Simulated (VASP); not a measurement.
# Ba (Cmmm) in VASP: single point with r2SCAN

Aim: the single point of Ba with r2SCAN.

Program: VASP 6.6.1. These are calculated values, not measurements. Logs are shortened: lines on timing, memory, paths and dates and some standing lists are left out, and cuts for length are marked.

### Step 1. The cell of the first run

The structure is orthorhombic, space group Cmmm (No. 65). Conventional cell: a = 4.071 Å, b = 7.600 Å, c = 5.934 Å, α = 90.00°, β = 90.00°, γ = 90.00°. Within 5.3 Å of Ba (site symmetry mmm) lie 6 Ba at 4.07 to 4.31 Å.

### Step 2. Single point, r2SCAN (functional r2SCAN, strained)

POSCAR

```
Ba
1.0
    2.0353700500     -3.8000515000      0.0000000000
    2.0353700500      3.8000515000      0.0000000000
    0.0000000000      0.0000000000      5.9343270000
Ba
1
Direct
    0.0000000000      0.0000000000      0.0000000000
```

INCAR.step1

```
SYSTEM = Ba
PREC = Accurate ; ENCUT = 520
ISMEAR = 0 ; SIGMA = 0.1
LREAL = .False. ; LASPH = .True.
NELM = 100 ; NBANDS = 11
GGA = PE ; ALGO = Normal
EDIFF = 1E-4 ; LWAVE = .True.
LCHARG = .False.
```

INCAR.step2

```
SYSTEM = Ba
PREC = Accurate ; ENCUT = 520
EDIFF = 1E-7 ; ISMEAR = 0
SIGMA = 0.1 ; LREAL = .False.
LASPH = .True. ; NELM = 100
ALGO = Normal ; ISIF = 2
LWAVE = .False. ; LCHARG = .False.
METAGGA = R2SCAN ; LMIXTAU = .True.
NBANDS = 11 ; ISTART = 1
```

KPOINTS

```
Automatic mesh
0
Gamma
  12 12 8
  0 0 0
```

Potentials or basis: VASP PAW PBE potentials, release 64 (Ba_sv).

Launch:

```sh
> cat potpaw_PBE.64/Ba_sv/POTCAR > POTCAR
> cp INCAR.step1 INCAR
> mpirun -np 1 vasp_std > vasp.out
> cp INCAR.step2 INCAR
> mpirun -np 1 vasp_std > vasp.out
```

OUTCAR:

```text
SYSTEM = Ba
   PREC = Accurate
   ENCUT = 520
   EDIFF = 1E-7
   ISMEAR = 0
   LREAL = .False.
   LASPH = .True.
   NELM = 100
   ISIF = 2
   METAGGA = R2SCAN
   ISTART = 1

 ion  position               nearest neighbor table
   1  0.000  0.000  0.000-

  LATTYP: Found a base centered orthorhombic cell.
 ALAT       =     4.0707401000
 B/A-ratio  =     1.8670076726
 C/A-ratio  =     1.4578005115

  Lattice vectors:

 A1 = (   2.0353700500,  -3.8000515000,   0.0000000000)
 A2 = (   2.0353700500,   3.8000515000,   0.0000000000)
 A3 = (   0.0000000000,   0.0000000000,   5.9343270000)

Analysis of symmetry for initial positions (statically):
=====================================================================
 Subroutine PRICEL returns:
 Original cell was already a primitive cell.

 Routine SETGRP: Setting up the symmetry group for a
 base centered orthorhombic supercell.

 Subroutine GETGRP returns: Found  8 space group operations
 (whereof  8 operations were pure point group operations)
 out of a pool of  8 trial point group operations.

The static configuration has the point symmetry D_2h.

Analysis of symmetry for dynamics (positions and initial velocities):
=====================================================================
 Subroutine PRICEL returns:
 Original cell was already a primitive cell.

 Routine SETGRP: Setting up the symmetry group for a
 base centered orthorhombic supercell.

 Subroutine GETGRP returns: Found  8 space group operations
 (whereof  8 operations were pure point group operations)
 out of a pool of  8 trial point group operations.

The dynamic configuration has the point symmetry D_2h.

 Subroutine INISYM returns: Found  8 space group operations
 (whereof  8 operations are pure point group operations),
 and found     1 'primitive' translations

----------------------------------------------------------------------------------------

                                     Primitive cell

  volume of cell :      91.7982

  direct lattice vectors                    reciprocal lattice vectors
     2.035370050 -3.800051500  0.000000000     0.245655575 -0.131577164  0.000000000
     2.035370050  3.800051500  0.000000000     0.245655575  0.131577164  0.000000000
     0.000000000  0.000000000  5.934327000     0.000000000  0.000000000  0.168511105

  length of vectors
     4.310814615  4.310814615  5.934327000     0.278674024  0.278674024  0.168511105

  position of ions in fractional coordinates (direct lattice)
     0.000000000  0.000000000  0.000000000

  ion indices of the primitive-cell ions
   primitive index   ion index
                 1           1

----------------------------------------------------------------------------------------

 KPOINTS: Automatic mesh

Automatic generation of k-mesh.
 Grid dimensions read from file:
 generate k-points for:   12   12    8

 Generating k-lattice:

  Cartesian coordinates                     Fractional coordinates (reciprocal lattice)
     0.020471298 -0.010964764  0.000000000     0.083333333  0.000000000  0.000000000
     0.020471298  0.010964764  0.000000000     0.000000000  0.083333333  0.000000000
     0.000000000  0.000000000  0.021063888     0.000000000  0.000000000  0.125000000

  Length of vectors
     0.023222835  0.023222835  0.021063888

  Shift w.r.t. Gamma in fractional coordinates (k-lattice)
     0.000000000  0.000000000  0.000000000

 Subroutine IBZKPT returns following result:
 ===========================================

 Found    215 irreducible k-points:

 Following reciprocal coordinates:
            Coordinates               Weight
  0.000000  0.000000  0.000000      1.000000
  0.083333  0.000000  0.000000      4.000000
  0.166667  0.000000  0.000000      4.000000
  0.250000  0.000000  0.000000      4.000000
  0.333333  0.000000  0.000000      4.000000
  0.416667 -0.000000  0.000000      4.000000
[... 16 lines left out ...]
  0.500000  0.166667  0.000000      4.000000
 -0.416667  0.166667  0.000000      4.000000
 [... further k-points ...]
   k-points           NKPTS =    215   k-points in BZ     NKDIM =    215   number of bands    NBANDS=     11
   number of dos      NEDOS =    301   number of ions     NIONS =      1
   total plane-waves  NPLWV =  49152
   dimension x,y,z NGX =    32 NGY =   32 NGZ =   48
   dimension x,y,z NGXF=    64 NGYF=   64 NGZF=   96
   ions per type =               1
   NGX,Y,Z   is equivalent  to a cutoff of  12.34, 12.34, 13.45 a.u.
   NGXF,Y,Z  is equivalent  to a cutoff of  24.68, 24.68, 26.89 a.u.
 SYSTEM =  Ba
   PREC   = accura    normal or accurate (medium, high low for compatibility)
   ISTART =      1    job   : 0-new  1-cont  2-samecut
   ICHARG =      0    charge: 1-file 2-atom 10-const
   ISPIN  =      1    spin polarized calculation?
   LNONCOLLINEAR =      F non collinear calculations
   LSORBIT =      F    spin-orbit coupling
   LASPH  =      T    aspherical Exc in radial PAW
   ENCUT  =  520.0 eV  38.22 Ry    6.18 a.u.   8.02  8.02 11.03*2*pi/ulx,y,z
   NELM   =    100;   NELMIN=  2; NELMDL=  0     # of ELM steps
   EDIFF  = 0.1E-06   stopping-criterion for ELM
   LREAL  =      F    real-space projection
   EDIFFG = 0.1E-05   stopping-criterion for IOM
   NSW    =      0    number of steps for IOM
   IBRION =     -1    ionic relax: 0-MD 1-quasi-New 2-CG
   NFREE  =      0    steps in history (QN), initial steepest desc. (CG)
   ISIF   =      2    stress and relaxation
   ISYM   =      2    0-nonsym 1-usesym 2-fastsym
   POTIM  = 0.5000    time-step for ionic-motion
   TEBEG  =    0.0;   TEEND  =   0.0 temperature during run
   PSTRESS=    0.0 pullay stress
   NELECT =      10.0000    total number of electrons
   NUPDOWN=      -1.0000    fix difference up-down
   EMIN   =  10.00;   EMAX   =-10.00  energy-range for DOS
   EFERMI =   0.00;   METHOD = LEGACY
   ISMEAR =     0;   SIGMA  =   0.10  broadening in eV -4-tet -1-fermi 0-gaus
   EFERMI_NEDOS =   21; number of points for ismear=-14 and -15
   IALGO  =     38    algorithm
   IMIX   =      4    mixing-type and parameters
     AMIX     =   0.40;   BMIX     =  1.00
     AMIX_MAG =   1.60;   BMIX_MAG =  1.00
  volume/ion in A,a.u.               =      91.80       619.49
  Fermi-wavevector in a.u.,A,eV,Ry     =   0.781862  1.477505  8.317351  0.611308
  Thomas-Fermi vector in A             =   1.885467
   LORBIT       =      0    0 simple, 1 ext, 2 COOP (PROOUT), +10 PAW based schemes
   METAGGA = R2SCAN    functional components
   LHFCALC =     F    Hartree Fock is set to
   AEXX    =    0.0000 exact exchange contribution
   IVDW    =     0    specifies the selected vdW correction
   LEPSILON=     F    determine dielectric tensor
   LRPA    =     F    only Hartree local field effects (RPA)
 non-spin polarized calculation
 Gauss-broadening in eV      SIGMA  =   0.10
  energy-cutoff  :      520.00
  volume of cell :       91.80
 maximum number of plane-waves:      2496
   NGX = 15   NGY = 15   NGZ = 23

 number of electron      10.0000001 magnetization

 Free energy of the ion-electron system (eV)
  ---------------------------------------------------
  ext. energy  EPLUGINS =         0.00000000
  ---------------------------------------------------
  free energy    TOTEN  =       -25.82176569 eV

  energy without entropy =      -25.80912775  energy(sigma->0) =      -25.81544672

 E-fermi :   0.5287     XC(G=0):  -6.4852

 val. band max:        0.5203207463   @ k =   0.3333   0.1667   0.5000
 cond. band min:       0.5328830705   @ k =   0.2500   0.0000   0.3750
 fundamental gap:      0.0125623243
 Fermi energy:         0.5287062640

 k-point     1 :       0.0000    0.0000    0.0000
  band No.  band energies     occupation
      1     -29.8440      2.00000
      2     -14.6778      2.00000
      3     -14.2663      2.00000
      4     -14.2362      2.00000
      5      -1.9631      2.00000
      6       0.5702      0.55723
      7       2.1181      0.00000
      8       2.9714      0.00000
      9       3.4905      0.00000
     10       4.4683      0.00000
     11       4.6991      0.00000

 k-point     2 :       0.0833    0.0000    0.0000
  band No.  band energies     occupation
      1     -29.8395      2.00000
      2     -14.6712      2.00000
      3     -14.2928      2.00000
      4     -14.2686      2.00000
      5      -1.8221      2.00000
      6       0.6728      0.04158
      7       2.1702      0.00000
      8       2.8018      0.00000
      9       3.1312      0.00000
     10       4.4544      0.00000
     11       5.0543      0.00000

 k-point     3 :       0.1667    0.0000    0.0000
  band No.  band energies     occupation
      1     -29.8270      2.00000
      2     -14.6534      2.00000
      3     -14.4197      2.00000
      4     -14.2987      2.00000
      5      -1.4319      2.00000
      6       0.9507      0.00000
      7       1.9735      0.00000
      8       2.5606      0.00000
      9       2.9142      0.00000
     10       4.3066      0.00000
     11       5.7175      0.00000

 k-point     4 :       0.2500    0.0000    0.0000
  band No.  band energies     occupation
      1     -29.8099      2.00000
      2     -14.6288      2.00000
      3     -14.5908      2.00000
      4     -14.3349      2.00000
      5      -0.8901      2.00000
      6       1.1364      0.00000
      7       1.8498      0.00000
      8       2.0509      0.00000
      9       3.5333      0.00000
     10       4.1169      0.00000
     11       6.2870      0.00000

 k-point     5 :       0.3333    0.0000    0.0000
  band No.  band energies     occupation
      1     -29.7926      2.00000
      2     -14.7550      2.00000
      3     -14.6040      2.00000
      4     -14.3702      2.00000
      5      -0.3911      2.00000
      6       1.0759      0.00000
      7       1.6615      0.00000
      8       2.2751      0.00000
      9       3.9471      0.00000
     10       4.3821      0.00000
     11       6.0853      0.00000
[... 211 lines left out ...]
 k-point    21 :       0.3333    0.1667    0.0000
  band No.  band energies     occupation
      1     -29.7752      2.00000
      2     -14.8725      2.00000
      3     -14.5791      2.00000
      4     -14.4521      2.00000
      5       0.3064      1.99833
      6       1.3030      0.00000
      7       1.5111      0.00000
      8       2.3676      0.00000
      9       3.2190      0.00000
     10       4.7327      0.00000
     11       6.4533      0.00000

 k-point    22 :       0.4167    0.1667    0.0000
  band No.  band energies     occupation
      1     -29.7739      2.00000
      2     -14.8640      2.00000
      3     -14.5765      2.00000
      4     -14.4864      2.00000
      5       0.2720      1.99972
      6       1.5247      0.00000
      7       1.8073      0.00000
      8       2.2243      0.00000
      9       3.0455      0.00000
     10       5.0505      0.00000
     11       6.1826      0.00000

 k-point    23 :       0.5000    0.1667    0.0000
  band No.  band energies     occupation
      1     -29.7807      2.00000
      2     -14.7942      2.00000
      3     -14.5856      2.00000
      4     -14.4910      2.00000
      5       0.2297      1.99998
      6       1.4117      0.00000
      7       1.6186      0.00000
      8       2.3607      0.00000
      9       3.0798      0.00000
     10       5.0010      0.00000
     11       6.3061      0.00000

 k-point    24 :      -0.4167    0.1667    0.0000
  band No.  band energies     occupation
      1     -29.7937      2.00000
      2     -14.6871      2.00000
      3     -14.6038      2.00000
      4     -14.4568      2.00000
      5      -0.0594      2.00000
      6       1.1555      0.00000
      7       1.7667      0.00000
      8       2.0313      0.00000
      9       3.3405      0.00000
     10       4.7129      0.00000
     11       6.3492      0.00000

 [... further k-points ...]
[... 5 lines left out ...]
  --------------------------------------------------------------------------------------
  -------------------------------------------------------------------------------------
  Total        0.9691322      0.3462078     -1.0335423      0.0000000      0.0000000      0.0000000
  in kB       16.9145039      6.0424509    -18.0386689      0.0000000      0.0000000      0.0000000
  external PRESSURE =       1.6394286 kB  Pullay stress =       0.0000000 kB

 VOLUME and BASIS-vectors are now :
 -----------------------------------------------------------------------------
  energy-cutoff  :      520.00
  volume of cell :       91.80
      direct lattice vectors                 reciprocal lattice vectors
     2.035370050 -3.800051500  0.000000000     0.245655575 -0.131577164  0.000000000
     2.035370050  3.800051500  0.000000000     0.245655575  0.131577164  0.000000000
     0.000000000  0.000000000  5.934327000     0.000000000  0.000000000  0.168511105

 POSITION                                       TOTAL-FORCE (eV/Angst)
 -----------------------------------------------------------------------------------
      0.00000      0.00000      0.00000         0.000000      0.000000      0.000000
 -----------------------------------------------------------------------------------
    total drift:                                0.000000     -0.000000      0.000000

  FREE ENERGIE OF THE ION-ELECTRON SYSTEM (eV)
  ---------------------------------------------------
  free  energy   TOTEN  =       -25.8217656877 eV

  energy  without entropy=      -25.8091277522  energy(sigma->0) =      -25.81544672
```

Run time: 13 min. Hardware: 1 thread of Intel Xeon Platinum 8259CL at 2.50GHz (Skylake/Cascade Lake), shared host; peak memory 0.38 GiB.

Results:

```yaml
Free_energy: -25.8218 eV
Pressure: 0.2 GPa
Band_gap_on_the_k_mesh: zero (band 5 reaches 1.28 eV, above the bottom of band 6 at 0.14 eV)
```

Caveat: the cell differs from its parent crystal (functional r2SCAN, strained); the PAW data sets were made with another functional, which shifts forces and pressure a little; spin-orbit coupling is left out, which moves the levels of the heavy elements.
